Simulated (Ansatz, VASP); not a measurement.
**One calculation of PbO, two programs**

File INCAR:

```
SYSTEM = PbO
PREC = Accurate ; ENCUT = 520
EDIFF = 1E-6 ; ISMEAR = 0
SIGMA = 0.02 ; LREAL = .False.
LASPH = .True. ; NELM = 80
ALGO = Normal ; ISIF = 2
LWAVE = .False. ; LCHARG = .False.
LDIPOL = .True. ; IDIPOL = 3
DIPOL = 0.5 0.5 0.500 ; GGA = PE
IVDW = 12 ; NBANDS = 28
```

Contents of KPOINTS:

```
regular mesh
0
Gamma
  6 6 1
  0 0 0
```

POSCAR

```
PbO
1.0
    4.2260000000      0.0000000000      0.0000000000
    0.0000000000      4.2260000000      0.0000000000
    0.0000000000      0.0000000000     30.7493267952
Pb O
2 2
Direct
    0.5000000000      0.0000000000      0.4621129917
    0.0000000000      0.5000000000      0.5378870083
    0.0000000000      0.0000000000      0.5000000000
    0.5000000000      0.5000000000      0.5000000000
```

Input for Ansatz:

```yaml
crystal:
  lattice:
    - [4.226, 0.0, 0.0]
    - [0.0, 4.226, 0.0]
    - [0.0, 0.0, 30.7493267952]
  atoms:
    - { symbol: Pb, position: [0.5, 0.0, 0.4621129917] }
    - { symbol: O, position: [0.0, 0.0, 0.5] }
    - { symbol: O, position: [0.5, 0.5, 0.5] }
    - { symbol: Pb, position: [0.0, 0.5, 0.5378870083] }
  periodic: [true, true, false]
basis:
  ecutwfc: 420
kpoints:
  mp_grid: { grid: [6, 6, 1] }
hamiltonian:
  xc: pbe
  dispersion: d3bj
scf:
  occupations: { method: gaussian, width: 0.02 }
output:
  forces: true
  stress: true
  eigenvalues: true
```

Alike in both runs: task single point; functional PBE; dispersion D3(BJ); k mesh 6 × 6 × 1; occupations gaussian, width 0.02 eV; no spin polarisation.

```csv
,VASP,Ansatz
version,VASP 6.6.1,Ansatz 0.2.0
potentials or method,"VASP PAW PBE potentials, release 64 (Pb_d, O), cutoff 520 eV","scalar-relativistic, plane waves, PAW"
valence electrons in the cell,40,40
```

Ansatz gave:

```
gap on the k mesh at the Fermi level (eV) : 2.15
least direct gap on the mesh (eV)         : 2.15
rms of the force components (eV/Å)        : 0.223
```

Which values does VASP return?

gap on the k mesh at the Fermi level (eV): 2.14; least direct gap on the mesh (eV): 2.14; rms of the force components (eV/Å): 0.211.

Neither program's run includes spin-orbit coupling.
